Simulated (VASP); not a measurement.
# FeGe (rocksalt type) (Fm-3m) in VASP: single point with PBE

Aim: the single point of FeGe (rocksalt type) with PBE.

All numbers are computed with VASP 6.6.1; they aren't measurements. Logs are shortened: lines on timing, memory, paths and dates and some standing lists are left out, and cuts for length are marked.

## Step 1: The cell of the first run

Symmetry: Fm-3m, No. 225, cubic system. The conventional cell has a = 4.983 Å, b = 4.983 Å, c = 4.983 Å, α = 90.00°, β = 90.00°, γ = 90.00°. Fe (site symmetry m-3m) has 6 Ge at 2.49 Å within 3.3 Å. Ge (site symmetry m-3m) has 6 Fe at 2.49 Å within 3.3 Å.

## Step 2: Single point, PBE, collinear spin, ferromagnetic start

INCAR

```
PREC     = Accurate       # precision mode
ENCUT    = 520            # plane-wave cutoff, eV
EDIFF    = 1E-6           # SCF threshold, eV
ISMEAR   = -1             # smearing method
SIGMA    = 0.05           # smearing width, eV
LREAL    = F              # projectors in reciprocal space
LASPH    = T              # aspherical terms in the spheres
NELM     = 150            # most SCF steps
ALGO     = Normal         # electronic algorithm
ISIF     = 2              # what is computed and relaxed
LWAVE    = F              # write WAVECAR
LCHARG   = T              # write CHGCAR
ISPIN    = 2              # spin polarisation
MAGMOM   = 2.5 0          # initial moments
LORBIT   = 11             # projections on sites
LMAXMIX  = 4              # l up to which the mixer works
GGA      = PE             # functional
LELF     = T              # ELF
LVHAR    = T            
NBANDS   = 22             # bands
```

KPOINTS

```
Automatic mesh
0
Gamma
  14 14 14
```

POSCAR

```
FeGe
1.0
    0.0000000000      2.4915895796      2.4915895796
    2.4915895796      0.0000000000      2.4915895796
    2.4915895796      2.4915895796      0.0000000000
Fe Ge
1 1
Direct
    0.0000000000      0.0000000000      0.0000000000
    0.5000000000      0.5000000000      0.5000000000
```

Potentials or basis: VASP PAW PBE potentials, release 64 (Fe, Ge_d).

Launch:

```bash
$ cat potpaw_PBE.64/Fe/POTCAR potpaw_PBE.64/Ge_d/POTCAR > POTCAR
$ mpirun -np 1 vasp_std > vasp.out
```

OUTCAR:

```text
PREC = Accurate
   ENCUT = 520
   EDIFF = 1E-6
   ISMEAR = -1
   LREAL = F
   LASPH = T
   NELM = 150
   ISIF = 2
   ISPIN = 2
   LORBIT = 11
   GGA = PE

 ion  position               nearest neighbor table
   1  0.000  0.000  0.000-   2 2.49   2 2.49   2 2.49   2 2.49   2 2.49   2 2.49
   2  0.500  0.500  0.500-   1 2.49   1 2.49   1 2.49   1 2.49   1 2.49   1 2.49

  LATTYP: Found a face centered cubic cell.
 ALAT       =     4.9831791592

  Lattice vectors:

 A1 = (   0.0000000000,   2.4915895796,   2.4915895796)
 A2 = (   2.4915895796,   0.0000000000,   2.4915895796)
 A3 = (   2.4915895796,   2.4915895796,   0.0000000000)

Analysis of symmetry for initial positions (statically):
=====================================================================
 Subroutine PRICEL returns:
 Original cell was already a primitive cell.

 Routine SETGRP: Setting up the symmetry group for a
 face centered cubic supercell.

 Subroutine GETGRP returns: Found 48 space group operations
 (whereof 48 operations were pure point group operations)
 out of a pool of 48 trial point group operations.

The static configuration has the point symmetry O_h .

Analysis of symmetry for dynamics (positions and initial velocities):
=====================================================================
 Subroutine PRICEL returns:
 Original cell was already a primitive cell.

 Routine SETGRP: Setting up the symmetry group for a
 face centered cubic supercell.

 Subroutine GETGRP returns: Found 48 space group operations
 (whereof 48 operations were pure point group operations)
 out of a pool of 48 trial point group operations.

The dynamic configuration has the point symmetry O_h .

Analysis of structural, dynamic, and magnetic symmetry:
=====================================================================
 Subroutine PRICEL returns:
 Original cell was already a primitive cell.

 Routine SETGRP: Setting up the symmetry group for a
 face centered cubic supercell.

 Subroutine GETGRP returns: Found 48 space group operations
 (whereof 48 operations were pure point group operations)
 out of a pool of 48 trial point group operations.

The overall configuration has the point symmetry O_h .

 Subroutine INISYM returns: Found 48 space group operations
 (whereof 48 operations are pure point group operations),
 and found     1 'primitive' translations

----------------------------------------------------------------------------------------

                                     Primitive cell

  volume of cell :      30.9357

  direct lattice vectors                    reciprocal lattice vectors
     0.000000000  2.491589580  2.491589580    -0.200675105  0.200675105  0.200675105
     2.491589580  0.000000000  2.491589580     0.200675105 -0.200675105  0.200675105
     2.491589580  2.491589580  0.000000000     0.200675105  0.200675105 -0.200675105

  length of vectors
     3.523639775  3.523639775  3.523639775     0.347579477  0.347579477  0.347579477

  position of ions in fractional coordinates (direct lattice)
     0.000000000  0.000000000  0.000000000
     0.500000000  0.500000000  0.500000000

  ion indices of the primitive-cell ions
   primitive index   ion index
                 1           1
                 2           2

----------------------------------------------------------------------------------------

 KPOINTS: Automatic mesh

Automatic generation of k-mesh.
 Grid dimensions read from file:
 generate k-points for:   14   14   14

 Generating k-lattice:

  Cartesian coordinates                     Fractional coordinates (reciprocal lattice)
    -0.014333936  0.014333936  0.014333936     0.071428571  0.000000000  0.000000000
     0.014333936 -0.014333936  0.014333936     0.000000000  0.071428571  0.000000000
     0.014333936  0.014333936 -0.014333936     0.000000000  0.000000000  0.071428571

  Length of vectors
     0.024827106  0.024827106  0.024827106

  Shift w.r.t. Gamma in fractional coordinates (k-lattice)
     0.000000000  0.000000000  0.000000000

 Subroutine IBZKPT returns following result:
 ===========================================

 Found    104 irreducible k-points:

 Following reciprocal coordinates:
            Coordinates               Weight
  0.000000  0.000000  0.000000      1.000000
  0.071429  0.000000  0.000000      8.000000
  0.142857  0.000000  0.000000      8.000000
  0.214286  0.000000  0.000000      8.000000
  0.285714  0.000000  0.000000      8.000000
  0.357143  0.000000  0.000000      8.000000
[... 16 lines left out ...]
  0.214286  0.142857  0.000000     24.000000
  0.285714  0.142857  0.000000     24.000000
 [... further k-points ...]
   k-points           NKPTS =    104   k-points in BZ     NKDIM =    104   number of bands    NBANDS=     22
   number of dos      NEDOS =    301   number of ions     NIONS =      2
   total plane-waves  NPLWV =  21952
   dimension x,y,z NGX =    28 NGY =   28 NGZ =   28
   dimension x,y,z NGXF=    56 NGYF=   56 NGZF=   56
   ions per type =               1   1
   NGX,Y,Z   is equivalent  to a cutoff of  13.21, 13.21, 13.21 a.u.
   NGXF,Y,Z  is equivalent  to a cutoff of  26.42, 26.42, 26.42 a.u.
 SYSTEM =  unknown system
   PREC   = accura    normal or accurate (medium, high low for compatibility)
   ISTART =      0    job   : 0-new  1-cont  2-samecut
   ICHARG =      2    charge: 1-file 2-atom 10-const
   ISPIN  =      2    spin polarized calculation?
   LNONCOLLINEAR =      F non collinear calculations
   LSORBIT =      F    spin-orbit coupling
   LASPH  =      T    aspherical Exc in radial PAW
   ENCUT  =  520.0 eV  38.22 Ry    6.18 a.u.   6.55  6.55  6.55*2*pi/ulx,y,z
   NELM   =    150;   NELMIN=  2; NELMDL= -5     # of ELM steps
   EDIFF  = 0.1E-05   stopping-criterion for ELM
   LREAL  =      F    real-space projection
   EDIFFG = 0.1E-04   stopping-criterion for IOM
   NSW    =      0    number of steps for IOM
   IBRION =     -1    ionic relax: 0-MD 1-quasi-New 2-CG
   NFREE  =      0    steps in history (QN), initial steepest desc. (CG)
   ISIF   =      2    stress and relaxation
   ISYM   =      2    0-nonsym 1-usesym 2-fastsym
   POTIM  = 0.5000    time-step for ionic-motion
   TEBEG  =    0.0;   TEEND  =   0.0 temperature during run
   PSTRESS=    0.0 pullay stress
   NELECT =      22.0000    total number of electrons
   NUPDOWN=      -1.0000    fix difference up-down
   EMIN   =  10.00;   EMAX   =-10.00  energy-range for DOS
   EFERMI =   0.00;   METHOD = LEGACY
   ISMEAR =    -1;   SIGMA  =   0.05  broadening in eV -4-tet -1-fermi 0-gaus
   EFERMI_NEDOS =   21; number of points for ismear=-14 and -15
   IALGO  =     38    algorithm
   IMIX   =      4    mixing-type and parameters
     AMIX     =   0.40;   BMIX     =  1.00
     AMIX_MAG =   1.60;   BMIX_MAG =  1.00
  volume/ion in A,a.u.               =      15.47       104.38
  Fermi-wavevector in a.u.,A,eV,Ry     =   1.461266  2.761392 29.052489  2.135298
  Thomas-Fermi vector in A             =   2.577618
   LORBIT       =     11    0 simple, 1 ext, 2 COOP (PROOUT), +10 PAW based schemes
   GGA     = PE    functional components
   LHFCALC =     F    Hartree Fock is set to
   AEXX    =    0.0000 exact exchange contribution
   IVDW    =     0    specifies the selected vdW correction
   LEPSILON=     F    determine dielectric tensor
   LRPA    =     F    only Hartree local field effects (RPA)
 spin polarized calculation
  energy-cutoff  :      520.00
  volume of cell :       30.94
 maximum number of plane-waves:       869
 NGX is ok and might be reduce to    28
   NGX = 13   NGY = 13   NGZ = 13

 number of electron      22.0000007 magnetization       2.1715883

 Free energy of the ion-electron system (eV)
  ---------------------------------------------------
  ext. energy  EPLUGINS =         0.00000000
  ---------------------------------------------------
  free energy    TOTEN  =       -12.03742935 eV

  energy without entropy =      -12.01129277  energy(sigma->0) =      -12.02436106

 E-fermi :   6.2376     XC(G=0): -11.8061

 val. band max:        6.2340449812   @ k =  -0.4286   0.2857   0.0714
 cond. band min:       6.2441263557   @ k =  -0.4286   0.4286   0.1429
 fundamental gap:      0.0100813745
 Fermi energy:         6.2376223268

 spin component 1

 k-point     1 :       0.0000    0.0000    0.0000
  band No.  band energies     occupation
      1     -18.1866      1.00000
      2     -18.1866      1.00000
      3     -18.1522      1.00000
      4     -18.1522      1.00000
      5     -18.1522      1.00000
      6      -5.5957      1.00000
[... 14 lines left out ...]
     21      20.0984      0.00000
     22      20.0984      0.00000
[... 552 lines left out ...]
  band No.  band energies     occupation
      1     -18.1837      1.00000
      2     -18.1815      1.00000
      3     -18.1540      1.00000
      4     -18.1409      1.00000
      5     -18.1395      1.00000
      6      -4.3330      1.00000
[... 14 lines left out ...]
     21      21.7099      0.00000
     22      24.6408      0.00000

 [... further k-points ...]

 spin component 2

 k-point     1 :       0.0000    0.0000    0.0000
  band No.  band energies     occupation
      1     -18.1966      1.00000
      2     -18.1966      1.00000
      3     -18.1699      1.00000
      4     -18.1699      1.00000
      5     -18.1699      1.00000
      6      -5.5991      1.00000
[... 14 lines left out ...]
     21      20.6734      0.00000
     22      20.6734      0.00000
[... 552 lines left out ...]
  band No.  band energies     occupation
      1     -18.1939      1.00000
      2     -18.1917      1.00000
      3     -18.1718      1.00000
      4     -18.1585      1.00000
      5     -18.1570      1.00000
      6      -4.3470      1.00000
[... 14 lines left out ...]
     21      22.0197      0.00000
     22      24.7106      0.00000

 [... further k-points ...]

------------------------ aborting loop because EDIFF is reached ----------------------------------------

  FORCE on cell =-STRESS in cart. coord.  units (eV):
  Direction    XX          YY          ZZ          XY          YZ          ZX
  --------------------------------------------------------------------------------------
  -------------------------------------------------------------------------------------
  Total       -0.3952282     -0.3952282     -0.3952282     -0.0000000     -0.0000000      0.0000000
  in kB      -20.4691109    -20.4691109    -20.4691109     -0.0000000     -0.0000000      0.0000000
  external PRESSURE =     -20.4691109 kB  Pullay stress =       0.0000000 kB

 VOLUME and BASIS-vectors are now :
 -----------------------------------------------------------------------------
  energy-cutoff  :      520.00
  volume of cell :       30.94
      direct lattice vectors                 reciprocal lattice vectors
     0.000000000  2.491589580  2.491589580    -0.200675105  0.200675105  0.200675105
     2.491589580  0.000000000  2.491589580     0.200675105 -0.200675105  0.200675105
     2.491589580  2.491589580  0.000000000     0.200675105  0.200675105 -0.200675105

 POSITION                                       TOTAL-FORCE (eV/Angst)
 -----------------------------------------------------------------------------------
      0.00000      0.00000      0.00000        -0.000000     -0.000000     -0.000000
      2.49159      2.49159      2.49159         0.000000      0.000000      0.000000
 -----------------------------------------------------------------------------------
    total drift:                                0.000000      0.000000      0.000000

  FREE ENERGIE OF THE ION-ELECTRON SYSTEM (eV)
  ---------------------------------------------------
  free  energy   TOTEN  =       -12.0374293505 eV

  energy  without entropy=      -12.0112927747  energy(sigma->0) =      -12.02436106

 total charge

# of ion       s       p       d       tot
------------------------------------------
    1        0.403   0.367   6.319   7.088
    2        1.162   1.198  10.043  12.402
--------------------------------------------------
tot          1.564   1.564  16.361  19.490

 magnetization (x)

# of ion       s       p       d       tot
------------------------------------------
    1        0.071   0.007   2.202   2.280
    2        0.004  -0.098   0.003  -0.091
--------------------------------------------------
tot          0.075  -0.091   2.205   2.189
```

Wall time 5.3 min (1 thread of Intel Xeon 8259CL, shared host); peak memory 0.26 GiB.

Results:

```
Free energy                                           : -12.0374 eV
Pressure                                              : -2.0 GPa
Net moment                                            : 2.17 μB per cell
Site moments                                          : Fe +2.28; Ge -0.09 μB
Valence electrons inside the program's atomic spheres : Fe 7.09; Ge 12.40
```
